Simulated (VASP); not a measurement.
# MgO (Fm-3m) in VASP: vibrations by perturbation theory with PBE

Aim: the vibrations by perturbation theory of MgO with PBE.

All numbers are computed with VASP 6.6.1; they aren't measurements. Logs are shortened: lines on timing, memory, paths and dates and some standing lists are left out, and cuts for length are marked.

### 1 The cell of the first run

It takes space group Fm-3m (No. 225, cubic). Conventional cell: a = 4.217 Å, b = 4.217 Å, c = 4.217 Å, α = 90.00°, β = 90.00°, γ = 90.00°. Within 2.8 Å of Mg (site symmetry m-3m) lie 6 O at 2.11 Å. Within 2.8 Å of O (site symmetry m-3m) lie 6 Mg at 2.11 Å.

### 2 Vibrations by perturbation theory, PBE

File INCAR:

```
SYSTEM = MgO
PREC = Accurate ; ENCUT = 600
EDIFF = 1E-8 ; ISMEAR = 0
SIGMA = 0.01 ; LREAL = .FALSE.
LASPH = .TRUE. ; NELM = 120
ALGO = Normal ; ISIF = 2
LWAVE = .FALSE. ; LCHARG = .FALSE.
GGA = PE ; IBRION = 8
NSW = 1 ; GGA_COMPAT = .FALSE.
```

File KPOINTS:

```
regular mesh
0
G
  8 8 8
  0 0 0
```

File POSCAR:

```
MgO
1.0
    0.0000000000      2.1085000000      2.1085000000
    2.1085000000      0.0000000000      2.1085000000
    2.1085000000      2.1085000000      0.0000000000
Mg O
1 1
Direct
    0.0000000000      0.0000000000      0.0000000000
    0.5000000000      0.5000000000      0.5000000000
```

Potentials or basis: VASP PAW PBE potentials, release 64 (Mg, O).

On the command line:

```console
> cat potpaw_PBE.64/Mg/POTCAR potpaw_PBE.64/O/POTCAR > POTCAR
> mpirun -np 1 vasp_std > vasp.out
```

OUTCAR:

```text
SYSTEM = MgO
   PREC = Accurate
   ENCUT = 600
   EDIFF = 1E-8
   ISMEAR = 0
   LREAL = .FALSE.
   LASPH = .TRUE.
   NELM = 120
   ISIF = 2
   GGA = PE
   IBRION = 8
   NSW = 1

 ion  position               nearest neighbor table
   1  0.000  0.000  0.000-   2 2.11   2 2.11   2 2.11   2 2.11   2 2.11   2 2.11
   2  0.500  0.500  0.500-   1 2.11   1 2.11   1 2.11   1 2.11   1 2.11   1 2.11

  LATTYP: Found a face centered cubic cell.
 ALAT       =     4.2170000000

  Lattice vectors:

 A1 = (   0.0000000000,   2.1085000000,   2.1085000000)
 A2 = (   2.1085000000,   0.0000000000,   2.1085000000)
 A3 = (   2.1085000000,   2.1085000000,   0.0000000000)

Analysis of symmetry for initial positions (statically):
=====================================================================
 Subroutine PRICEL returns:
 Original cell was already a primitive cell.

 Routine SETGRP: Setting up the symmetry group for a
 face centered cubic supercell.

 Subroutine GETGRP returns: Found 48 space group operations
 (whereof 48 operations were pure point group operations)
 out of a pool of 48 trial point group operations.

The static configuration has the point symmetry O_h .

Analysis of symmetry for dynamics (positions and initial velocities):
=====================================================================
 Subroutine PRICEL returns:
 Original cell was already a primitive cell.

 Routine SETGRP: Setting up the symmetry group for a
 face centered cubic supercell.

 Subroutine GETGRP returns: Found 48 space group operations
 (whereof 48 operations were pure point group operations)
 out of a pool of 48 trial point group operations.

The dynamic configuration has the point symmetry O_h .

 Subroutine INISYM returns: Found 48 space group operations
 (whereof 48 operations are pure point group operations),
 and found     1 'primitive' translations

----------------------------------------------------------------------------------------

[... 423 lines left out ...]
  external PRESSURE =      31.2036234 kB  Pullay stress =       0.0000000 kB

 VOLUME and BASIS-vectors are now :
 -----------------------------------------------------------------------------
  energy-cutoff  :      600.00
  volume of cell :       18.75
      direct lattice vectors                 reciprocal lattice vectors
     0.000000000  2.108500000  2.108500000    -0.237135404  0.237135404  0.237135404
     2.108500000  0.000000000  2.108500000     0.237135404 -0.237135404  0.237135404
     2.108500000  2.108500000  0.000000000     0.237135404  0.237135404 -0.237135404

 POSITION                                       TOTAL-FORCE (eV/Angst)
 -----------------------------------------------------------------------------------
      0.00000      0.00000      0.00000        -0.000000      0.000000      0.000000
      2.10850      2.10850      2.10850         0.000000     -0.000000     -0.000000
 -----------------------------------------------------------------------------------
    total drift:                               -0.000000     -0.000000      0.000000

  FREE ENERGIE OF THE ION-ELECTRON SYSTEM (eV)
  ---------------------------------------------------
  free  energy   TOTEN  =       -11.9105526970 eV

  energy  without entropy=      -11.9105526970  energy(sigma->0) =      -11.91055270

[... ionic steps 2 to 3 ...]

--------------------------------------- Ionic step        4  -------------------------------------------

------------------------ aborting loop because EDIFF is reached ----------------------------------------

[... ionic steps 5 to 6 ...]

--------------------------------------- Ionic step        7  -------------------------------------------

 Free energy of the ion-electron system (eV)
  ---------------------------------------------------
  ---------------------------------------------------
  free energy    TOTEN  =        -0.36046700 eV

  energy without entropy =       -0.36046700

------------------------ aborting loop because EDIFF is reached ----------------------------------------

 INTERNAL STRAIN TENSOR  FOR ION    2  DIRECTION 1   (eV/Angst):
 -----------------------------------------------------------------------------
    -0.00531 -0.00000  0.00000
     0.00000  0.00702 -0.00000
     0.00000 -0.00000  0.00702

 INTERNAL STRAIN TENSOR FOR ION    2 for displacements in x,y,z  (eV/Angst):
          X           Y           Z          XY          YZ          ZX
  --------------------------------------------------------------------------------
  x     0.00000     0.00000     0.00000     0.00000     0.00000     0.00000
  y     0.00000     0.00000     0.00000     0.00000     0.00000     0.00000
  z     0.00000     0.00000     0.00000     0.00000     0.00000     0.00000

 SECOND DERIVATIVES (NOT SYMMETRIZED)
 ------------------------------------
               1X          1Y          1Z          2X          2Y          2Z
  1X    -5.445132    0.000000    0.000000    5.445132    0.000000    0.000000
  1Y     0.000000   -5.445132    0.000000    0.000000    5.445132    0.000000
  1Z     0.000000    0.000000   -5.445132    0.000000    0.000000    5.445132
  2X     5.468021    0.000000    0.000000   -5.468021    0.000000    0.000000
  2Y     0.000000    5.468021    0.000000    0.000000   -5.468021    0.000000
  2Z     0.000000    0.000000    5.468021    0.000000    0.000000   -5.468021

 Eigenvectors and eigenvalues of the dynamical matrix
 ----------------------------------------------------

   1 f  =   11.759167 THz    73.885026 2PiTHz  392.243592 cm-1    48.631985 meV
             X         Y         Z           dx          dy          dz
      0.000000  0.000000  0.000000     0.379381    0.502036    0.000000
      2.108500  2.108500  2.108500    -0.468569   -0.620059    0.000000
[... 21 lines left out ...]
   6 f/i=    0.012062 THz     0.075786 2PiTHz    0.402337 cm-1     0.049883 meV
             X         Y         Z           dx          dy          dz
      0.000000  0.000000  0.000000    -0.549559    0.549559    0.000000
      2.108500  2.108500  2.108500    -0.444955    0.444955    0.000000

--------------------------------------------------------------------------------------------------------

 ELASTIC MODULI CONTR FROM IONIC RELAXATION (kBar)
 Direction    XX          YY          ZZ          XY          YZ          ZX
 --------------------------------------------------------------------------------
 XX           0.0000      0.0000      0.0000      0.0000      0.0000      0.0000
 YY           0.0000      0.0000      0.0000      0.0000      0.0000      0.0000
 ZZ           0.0000      0.0000      0.0000      0.0000      0.0000      0.0000
 XY           0.0000      0.0000      0.0000      0.0000      0.0000      0.0000
 YZ           0.0000      0.0000      0.0000      0.0000      0.0000      0.0000
 ZX           0.0000      0.0000      0.0000      0.0000      0.0000      0.0000
 --------------------------------------------------------------------------------
```

stdout:

```text
POSCAR found type information on POSCAR MgO
 POSCAR found :  2 types and       2 ions
 scaLAPACK will be used
 LDA part: xc-table for (Slater+PW92), standard interpolation
 POSCAR, INCAR and KPOINTS ok, starting setup
 FFT: planning ... GRIDC
 FFT: planning ... GRID_SOFT
 FFT: planning ... GRID
 WAVECAR not read
 entering main loop
 Linear response reoptimize wavefunctions to high precision
 Linear response DOF=           2
 Linear response progress:
 first order change of Fermi-energy   0.45910E-04
 force on displaced ion       1 direction 1 :  -5.445   0.000   0.000
 Linear response progress:
 first order change of Fermi-energy   0.11462E-02
 force on displaced ion       2 direction 1 :  -5.468   0.000   0.000
 Linear response finished
```

Wall time 25 s (1 thread of AMD EPYC 9R45 (Zen 5), shared host); peak memory 0.14 GiB.

What came out:

```yaml
Highest_phonon_frequency_at_Γ_LO-TO_splitting_left_out: 392 cm⁻¹
```

Phonon frequencies in cm⁻¹ (negative: imaginary):
| q point | frequencies |
| --- | --- |
| (0.000, 0.000, 0.000) | 0 0 0 392 392 392 |

Caveat: the cell stands under pressure or tension, which shifts response properties.
